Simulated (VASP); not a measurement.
# GaN (P6_3mc) in VASP: single point with PBE

Aim: the single point of GaN with PBE.

Program: VASP 6.6.1. These are calculated values, not measurements. Logs are shortened: lines on timing, memory, paths and dates and some standing lists are left out, and cuts for length are marked.

### Step 1. The cell of the first run

The structure is hexagonal, space group P6_3mc (No. 186). The conventional cell has a = 3.219 Å, b = 3.219 Å, c = 5.243 Å, α = 90.00°, β = 90.00°, γ = 120.00°. Ga (site symmetry 3m) has 4 N at 1.97 to 1.98 Å within 2.6 Å. Within 2.6 Å of N (site symmetry 3m) lie 4 Ga at 1.97 to 1.98 Å.

### Step 2. Single point, PBE

Input file INCAR:

```
  PREC = Accurate
  ENCUT = 520
  EDIFF = 1E-6
  ISMEAR = 0
  SIGMA = 0.05
  LREAL = False
  LASPH = True
  NELM = 60
  ALGO = Normal
  ISIF = 2
  LWAVE = False
  LCHARG = True
  GGA = PE
  LELF = True
  LVHAR = True
  NBANDS = 46
```

Input file KPOINTS:

```
regular mesh
0
Gamma
  8 6 6
```

Input file POSCAR:

```
GaN
1.0
   -3.2185392732      0.0000000000      0.0000000000
    0.0000000000      0.0000000000     -5.2433778863
    0.0000000001     -5.5746735474      0.0000000000
Ga N
4 4
Direct
    0.5000000000      0.0008633593      0.1666666667
    0.0000000000      0.0008633593      0.6666666667
    0.0000000000      0.5008633593      0.3333333333
    0.5000000000      0.5008633593      0.8333333333
    0.5000000000      0.6241366407      0.1666666667
    0.0000000000      0.6241366407      0.6666666667
    0.0000000000      0.1241366407      0.3333333333
    0.5000000000      0.1241366407      0.8333333333
```

Potentials or basis: VASP PAW PBE potentials, release 64 (Ga_d, N).

Run with:

```console
$ cat potpaw_PBE.64/Ga_d/POTCAR potpaw_PBE.64/N/POTCAR > POTCAR
$ mpirun -np 1 vasp_std > vasp.out
```

OUTCAR:

```text
PREC = Accurate
   ENCUT = 520
   EDIFF = 1E-6
   ISMEAR = 0
   LREAL = False
   LASPH = True
   NELM = 60
   ISIF = 2
   GGA = PE

 ion  position               nearest neighbor table
   1  0.500  0.001  0.167-   7 1.97   7 1.97   8 1.97   5 1.98
   2  0.000  0.001  0.667-   8 1.97   8 1.97   7 1.97   6 1.98
   3  0.000  0.501  0.333-   5 1.97   5 1.97   6 1.97   7 1.98
   4  0.500  0.501  0.833-   6 1.97   6 1.97   5 1.97   8 1.98
   5  0.500  0.624  0.167-   3 1.97   3 1.97   4 1.97   1 1.98
   6  0.000  0.624  0.667-   4 1.97   4 1.97   3 1.97   2 1.98
   7  0.000  0.124  0.333-   1 1.97   1 1.97   2 1.97   3 1.98
   8  0.500  0.124  0.833-   2 1.97   2 1.97   1 1.97   4 1.98

  LATTYP: Found a simple orthorhombic cell.
 ALAT       =     3.2185392732
 B/A-ratio  =     1.6291172613
 C/A-ratio  =     1.7320508076

  Lattice vectors:

 A1 = (  -3.2185392732,   0.0000000000,   0.0000000000)
 A2 = (   0.0000000000,   0.0000000000,  -5.2433778863)
 A3 = (   0.0000000001,  -5.5746735474,   0.0000000000)

Analysis of symmetry for initial positions (statically):
=====================================================================
 Subroutine PRICEL returns following result:

  LATTYP: Found a hexagonal cell.
 ALAT       =     3.2185392732
 C/A-ratio  =     1.6291172613

  Lattice vectors:

 A1 = (  -1.6092696365,  -2.7873367737,   0.0000000000)
 A2 = (  -1.6092696366,   2.7873367737,   0.0000000000)
 A3 = (   0.0000000000,   0.0000000000,  -5.2433778863)

   2 primitive cells build up your supercell.

 Routine SETGRP: Setting up the symmetry group for a
 simple orthorhombic supercell.

 Subroutine GETGRP returns: Found  4 space group operations
 (whereof  2 operations were pure point group operations)
 out of a pool of  8 trial point group operations.

The static configuration has the point symmetry C_1h.
 The point group associated with its full space group is C_2v.

Analysis of symmetry for dynamics (positions and initial velocities):
=====================================================================
 Subroutine PRICEL returns following result:

  LATTYP: Found a hexagonal cell.
 ALAT       =     3.2185392732
 C/A-ratio  =     1.6291172613

[... 114 lines left out ...]
   ISPIN  =      1    spin polarized calculation?
   LNONCOLLINEAR =      F non collinear calculations
   LSORBIT =      F    spin-orbit coupling
   LASPH  =      T    aspherical Exc in radial PAW
   ENCUT  =  520.0 eV  38.22 Ry    6.18 a.u.   5.98  9.75 10.37*2*pi/ulx,y,z
   NELM   =     60;   NELMIN=  2; NELMDL= -5     # of ELM steps
   EDIFF  = 0.1E-05   stopping-criterion for ELM
   LREAL  =      F    real-space projection
   EDIFFG = 0.1E-04   stopping-criterion for IOM
   NSW    =      0    number of steps for IOM
   IBRION =     -1    ionic relax: 0-MD 1-quasi-New 2-CG
   NFREE  =      0    steps in history (QN), initial steepest desc. (CG)
   ISIF   =      2    stress and relaxation
   ISYM   =      2    0-nonsym 1-usesym 2-fastsym
   POTIM  = 0.5000    time-step for ionic-motion
   TEBEG  =    0.0;   TEEND  =   0.0 temperature during run
   PSTRESS=    0.0 pullay stress
   NELECT =      72.0000    total number of electrons
   NUPDOWN=      -1.0000    fix difference up-down
   EMIN   =  10.00;   EMAX   =-10.00  energy-range for DOS
   EFERMI =   0.00;   METHOD = LEGACY
   ISMEAR =     0;   SIGMA  =   0.05  broadening in eV -4-tet -1-fermi 0-gaus
   EFERMI_NEDOS =   21; number of points for ismear=-14 and -15
   IALGO  =     38    algorithm
   IMIX   =      4    mixing-type and parameters
     AMIX     =   0.40;   BMIX     =  1.00
     AMIX_MAG =   1.60;   BMIX_MAG =  1.00
  volume/ion in A,a.u.               =      11.76        79.36
  Fermi-wavevector in a.u.,A,eV,Ry     =   1.497462  2.829793 30.509608  2.242393
  Thomas-Fermi vector in A             =   2.609347
   LORBIT       =      0    0 simple, 1 ext, 2 COOP (PROOUT), +10 PAW based schemes
   GGA     = PE    functional components
   LHFCALC =     F    Hartree Fock is set to
   AEXX    =    0.0000 exact exchange contribution
   IVDW    =     0    specifies the selected vdW correction
   LEPSILON=     F    determine dielectric tensor
   LRPA    =     F    only Hartree local field effects (RPA)
 non-spin polarized calculation
 Gauss-broadening in eV      SIGMA  =   0.05
  energy-cutoff  :      520.00
  volume of cell :       94.08
 maximum number of plane-waves:      2568
 NGX is ok and might be reduce to    24
   NGX = 11   NGY = 19   NGZ = 21

 number of electron      71.9999977 magnetization

 Free energy of the ion-electron system (eV)
  ---------------------------------------------------
  ext. energy  EPLUGINS =         0.00000000
  ---------------------------------------------------
  free energy    TOTEN  =       -48.65557233 eV

  energy without entropy =      -48.65557233  energy(sigma->0) =      -48.65557233

 E-fermi :   5.2308     XC(G=0): -11.5143

 val. band max:        5.0071443543   @ k =   0.0000   0.0000   0.0000
 cond. band min:       6.7221204876   @ k =   0.0000   0.0000   0.0000
 fundamental gap:      1.7149761334
 Fermi energy:         5.2307785461

 k-point     1 :       0.0000    0.0000    0.0000
  band No.  band energies     occupation
      1     -10.7270      2.00000
      2      -9.9113      2.00000
      3      -9.9042      2.00000
      4      -9.7592      2.00000
      5      -8.4132      2.00000
      6      -8.3988      2.00000
[... 1165 lines left out ...]
     45      14.5112      0.00000
     46      14.6439      0.00000

 [... further k-points ...]
[... 5 lines left out ...]
  --------------------------------------------------------------------------------------
  -------------------------------------------------------------------------------------
  Total        0.0637708      0.0620403      0.0796757     -0.0000000      0.0000000      0.0000000
  in kB        1.0860326      1.0565628      1.3568968     -0.0000000      0.0000000      0.0000000
  external PRESSURE =       1.1664974 kB  Pullay stress =       0.0000000 kB

 VOLUME and BASIS-vectors are now :
 -----------------------------------------------------------------------------
  energy-cutoff  :      520.00
  volume of cell :       94.08
      direct lattice vectors                 reciprocal lattice vectors
    -3.218539273  0.000000000  0.000000000    -0.310699953 -0.000000000  0.000000000
     0.000000000  0.000000000 -5.243377886     0.000000000  0.000000000 -0.190716752
     0.000000000 -5.574673547  0.000000000     0.000000000 -0.179382701  0.000000000

 POSITION                                       TOTAL-FORCE (eV/Angst)
 -----------------------------------------------------------------------------------
     -1.60927     -0.92911     -0.00453         0.000000     -0.000377     -0.000475
      0.00000     -3.71645     -0.00453         0.000000     -0.000377     -0.000475
      0.00000     -1.85822     -2.62622        -0.000000      0.000377     -0.000475
     -1.60927     -4.64556     -2.62622        -0.000000      0.000377     -0.000475
     -1.60927     -0.92911     -3.27258         0.000000     -0.000131      0.000475
      0.00000     -3.71645     -3.27258         0.000000     -0.000131      0.000475
      0.00000     -1.85822     -0.65090        -0.000000      0.000131      0.000475
     -1.60927     -4.64556     -0.65090        -0.000000      0.000131      0.000475
 -----------------------------------------------------------------------------------
    total drift:                               -0.000000     -0.000023     -0.002499

  FREE ENERGIE OF THE ION-ELECTRON SYSTEM (eV)
  ---------------------------------------------------
  free  energy   TOTEN  =       -48.6555723293 eV

  energy  without entropy=      -48.6555723293  energy(sigma->0) =      -48.65557233
```

OSZICAR:

```text
N       E                     dE             d eps       ncg     rms          rms(c)
DAV:   1     0.802204865747E+03    0.80220E+03   -0.32825E+04  8180   0.290E+03
DAV:   2     0.106696295476E+03   -0.69551E+03   -0.65972E+03  7520   0.715E+02
DAV:   3    -0.438846405102E+02   -0.15058E+03   -0.14603E+03  8554   0.220E+02
DAV:   4    -0.561064691032E+02   -0.12222E+02   -0.12102E+02  9304   0.645E+01
DAV:   5    -0.564985504648E+02   -0.39208E+00   -0.39122E+00  9404   0.121E+01    0.152E+01
DAV:   6    -0.483962908810E+02    0.81023E+01   -0.24421E+01 13714   0.540E+01    0.415E+00
DAV:   7    -0.486958378830E+02   -0.29955E+00   -0.39390E+00  8166   0.110E+01    0.380E+00
DAV:   8    -0.486805056303E+02    0.15332E-01   -0.38063E-01 11072   0.657E+00    0.972E-01
DAV:   9    -0.486538024036E+02    0.26703E-01   -0.13185E-01 11350   0.448E+00    0.396E-01
DAV:  10    -0.486554282356E+02   -0.16258E-02   -0.12591E-02  8692   0.818E-01    0.144E-01
DAV:  11    -0.486555689594E+02   -0.14072E-03   -0.27207E-03 10410   0.609E-01    0.912E-02
DAV:  12    -0.486555799387E+02   -0.10979E-04   -0.28886E-04  8994   0.103E-01    0.449E-02
DAV:  13    -0.486555732147E+02    0.67241E-05   -0.98727E-05 10960   0.835E-02    0.176E-02
DAV:  14    -0.486555725559E+02    0.65876E-06   -0.17930E-05  8146   0.237E-02    0.125E-02
DAV:  15    -0.486555723293E+02    0.22662E-06   -0.10572E-06  5228   0.644E-03
   1 F= -.48655572E+02 E0= -.48655572E+02  d E =-.399822E-12
```

stdout:

```text
POSCAR found type information on POSCAR GaN
 POSCAR found :  2 types and       8 ions
 scaLAPACK will be used
 LDA part: xc-table for (Slater+PW92), standard interpolation
 POSCAR, INCAR and KPOINTS ok, starting setup
 FFT: planning ... GRIDC
 FFT: planning ... GRID_SOFT
 FFT: planning ... GRID
 WAVECAR not read
 entering main loop
```

Run time: 3.4 min. Hardware: 1 thread of AMD EPYC 9R14 (Zen 4), shared host; peak memory 0.33 GiB.

Results:

```
Free energy            : -48.6556 eV
Pressure               : 0.1 GPa
Band gap on the k mesh : 1.72 eV
```
